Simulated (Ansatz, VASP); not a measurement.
CdF2 in VASP and in Ansatz

File INCAR:

```
ALGO = Normal ; EDIFF = 1E-6
ENCUT = 520 ; GGA = PS
ISIF = 2 ; ISMEAR = 0
LASPH = T ; LCHARG = F
LREAL = F ; LWAVE = F
NBANDS = 20 ; NELM = 60
PREC = Accurate ; SIGMA = 0.05
```

The input KPOINTS:

```
k-points
0
Gamma
  8 8 8
```

POSCAR

```
CdF2
1.0
    0.0000000000      2.6008680088      2.6534055426
    2.6008680088      0.0000000000      2.6534055426
    2.6008680088      2.6008680088      0.0000000000
Cd F
1 2
Direct
    0.0000000000      0.0000000000      0.0000000000
    0.2500000000      0.2500000000      0.2500000000
    0.7500000000      0.7500000000      0.7500000000
```

Input for Ansatz:

```yaml
crystal:
  lattice:
    - [0.0, 2.6008680088, 2.6534055426]
    - [2.6008680088, 0.0, 2.6534055426]
    - [2.6008680088, 2.6008680088, 0.0]
  atoms:
    - { symbol: Cd, position: [0.0, 0.0, 0.0] }
    - { symbol: F, position: [0.25, 0.25, 0.25] }
    - { symbol: F, position: [0.75, 0.75, 0.75] }
basis:
  ecutwfc: 520.0
kpoints:
  mp_grid: { grid: [8, 8, 8] }
hamiltonian:
  xc: pbesol
scf:
  occupations: { method: gaussian, width: 0.05 }
output:
  forces: true
  stress: true
  eigenvalues: true
```

Alike in both runs: task single point; functional PBEsol; k mesh 8 × 8 × 8; occupations gaussian, width 0.05 eV; no spin polarisation.

|  | VASP | Ansatz |
| --- | --- | --- |
| version | VASP 6.6.1 | Ansatz 0.2.0 |
| potentials or method | VASP PAW PBE potentials, release 64 (Cd, F), cutoff 520 eV | scalar-relativistic, plane waves, PAW |
| valence electrons in the cell | 26 | 34 |

|  | VASP | Ansatz | Ansatz less VASP |
| --- | --- | --- | --- |
| gap on the k mesh at the Fermi level (eV) | 3.18 | 3.22 | +0.038 |
| least direct gap on the mesh (eV) | 3.52 | 3.55 | +0.038 |
| pressure (GPa) | 12.3 | 11.0 | -1.31 |
| traceless stress, the component that is largest in VASP (GPa) | -1.51 | -1.55 | -0.033 |

VASP's potentials were made for PBE, not for PBEsol. With one functional, cell and mesh, what is left measures potentials, basis and numerics. VASP's potentials hold 26 valence electrons a cell and Ansatz's 34, so a difference there can come from the potentials and not from the codes.
